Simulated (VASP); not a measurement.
A run of VASP 6.6.1 is set up as follows.

INCAR

```
ALGO = Normal
EDIFF = 1E-7
ENCUT = 520
GGA = PE
ISIF = 2
ISMEAR = 1
LASPH = True
LCHARG = True
LELF = True
LREAL = False
LVHAR = True
LWAVE = False
NBANDS = 19
NELM = 100
PREC = Accurate
SIGMA = 0.01
```

File KPOINTS:

```
k-points
0
Gamma
  14 14 7
```

POSCAR

```
Zn
1.0
    2.6556370042      0.0000000000      0.0000000000
   -1.3278185021      2.2998491089      0.0000000000
    0.0000000000      0.0000000000      4.9624616040
Zn
2
Direct
    0.3333333333      0.6666666667      0.2500000000
    0.6666666667      0.3333333333      0.7500000000
```

Potentials or basis: VASP PAW PBE potentials, release 64 (Zn).

Command:

```console
$ cat potpaw_PBE.64/Zn/POTCAR > POTCAR
$ mpirun -np 1 vasp_std > vasp.out
```

Estimate the pressure.

0.4 GPa.

Predict the band gap on the k mesh.

zero (bands 12 and 13 overlap by 4.57 eV).

Stress tensor (GPa, compression positive):
```
 1.23  0.00  0.00
 0.00  1.23  0.00
 0.00  0.00 -1.24
```
